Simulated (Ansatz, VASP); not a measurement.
**C21O in VASP and in Ansatz**

Contents of INCAR:

```
PREC     = Accurate       # precision mode
ENCUT    = 520            # plane-wave cutoff, eV
EDIFF    = 1E-6           # SCF threshold, eV
ISMEAR   = 0              # smearing method
SIGMA    = 0.05           # smearing width, eV
LREAL    = Auto         
LASPH    = True           # aspherical terms in the spheres
NELM     = 60             # most SCF steps
ALGO     = Normal         # electronic algorithm
ISIF     = 2              # what is computed and relaxed
LWAVE    = False          # write WAVECAR
LCHARG   = True           # write CHGCAR
LDIPOL   = True         
IDIPOL   = 3            
DIPOL    = 0.5 0.5 0.295
GGA      = PE             # functional
IVDW     = 12             # dispersion correction
LELF     = True           # ELF
LVHAR    = True         
LVACPOTAV= True         
NBANDS   = 62             # bands
```

The input KPOINTS:

```
Automatic mesh
0
Gamma
  5 8 1
```

POSCAR

```
C21O
1.0
    5.0304222913      0.0000000000      0.0000000000
    0.0000000000      3.5570457144      0.0000000000
    0.0000000000      0.0000000000     23.8251416051
C O
21 1
Direct
    0.2500000000      0.0000000000      0.1678898731
    0.7500000000      0.0000000000      0.1678898731
    0.0000000000      0.2500000000      0.1678898731
    0.5000000000      0.2500000000      0.1678898731
    0.0000000000      0.5000000000      0.2206746831
    0.5000000000      0.5000000000      0.2206746831
    0.2500000000      0.7500000000      0.2206746831
    0.7500000000      0.7500000000      0.2206746831
    0.2500000000      0.0023818432      0.2733210081
    0.7500000000      0.0023818432      0.2733210081
    0.0000000000      0.2476181568      0.2733210081
    0.5000000000      0.2476181568      0.2733210081
    0.0000000000      0.5094747646      0.3275705903
    0.5000000000      0.5094747646      0.3275705903
    0.2500000000      0.7405252354      0.3275705903
    0.7500000000      0.7405252354      0.3275705903
    0.2500000000      0.0286707501      0.3725115994
    0.7500000000      0.0286707501      0.3725115994
    0.0000000000      0.2213292499      0.3725115994
    0.5000000000      0.2213292499      0.3725115994
    0.3750000000      0.2786707501      0.5425000959
    0.3750000000      0.2786707501      0.4942317574
```

Input for Ansatz:

```yaml
crystal:
  lattice:
    - [5.0304222913, 0.0, 0.0]
    - [0.0, 3.5570457144, 0.0]
    - [0.0, 0.0, 23.8251416051]
  atoms:
    - { symbol: C, position: [0.25, 0.0, 0.1678898731] }
    - { symbol: C, position: [0.75, 0.0, 0.1678898731] }
    - { symbol: C, position: [0.0, 0.25, 0.1678898731] }
    - { symbol: C, position: [0.5, 0.25, 0.1678898731] }
    - { symbol: C, position: [0.0, 0.5, 0.2206746831] }
    - { symbol: C, position: [0.5, 0.5, 0.2206746831] }
    - { symbol: C, position: [0.25, 0.75, 0.2206746831] }
    - { symbol: C, position: [0.75, 0.75, 0.2206746831] }
    - { symbol: C, position: [0.25, 0.0023818432, 0.2733210081] }
    - { symbol: C, position: [0.75, 0.0023818432, 0.2733210081] }
    - { symbol: C, position: [0.0, 0.2476181568, 0.2733210081] }
    - { symbol: C, position: [0.5, 0.2476181568, 0.2733210081] }
    - { symbol: C, position: [0.0, 0.5094747646, 0.3275705903] }
    - { symbol: C, position: [0.5, 0.5094747646, 0.3275705903] }
    - { symbol: C, position: [0.25, 0.7405252354, 0.3275705903] }
    - { symbol: C, position: [0.75, 0.7405252354, 0.3275705903] }
    - { symbol: C, position: [0.25, 0.0286707501, 0.3725115994] }
    - { symbol: C, position: [0.75, 0.0286707501, 0.3725115994] }
    - { symbol: C, position: [0.0, 0.2213292499, 0.3725115994] }
    - { symbol: C, position: [0.5, 0.2213292499, 0.3725115994] }
    - { symbol: O, position: [0.375, 0.2786707501, 0.4942317574] }
    - { symbol: C, position: [0.375, 0.2786707501, 0.5425000959] }
basis:
  ecutwfc: 420
kpoints:
  mp_grid: { grid: [5, 8, 1] }
hamiltonian:
  xc: pbe
  pseudopotentials: { kind: paw, azcp: { folder: soft_1 } }
  dispersion: d3bj
scf:
  occupations: { method: gaussian, width: 0.05 }
output:
  forces: true
  eigenvalues: true
efield:
  axis: 3
  dipole_correction: true
  ramp_width: 0.04
```

Alike in both runs: task single point; functional PBE; dispersion D3(BJ); k mesh 5 × 8 × 1; occupations gaussian, width 0.05 eV; no spin polarisation.

```csv
,VASP,Ansatz
version,VASP 6.6.1,Ansatz 0.2.0
potentials or method,"VASP PAW PBE potentials, release 64 (C, O), cutoff 520 eV","scalar-relativistic, plane waves, PAW"
valence electrons in the cell,90,90
```

VASP gave:

```
gap on the k mesh at the Fermi level (eV)  : none
rms of the force components (eV/Å)         : 1.139
work function, face that differs most (eV) : 5.59
```

Task: Which values does Ansatz return?

Result: gap on the k mesh at the Fermi level (eV): none; rms of the force components (eV/Å): 1.169; work function, face that differs most (eV): 5.63.

A gap of «none» marks a metal or a gap that the smearing closes.

Noted on VASP's run: the standard files for N, O and F lose accuracy on very short bonds.
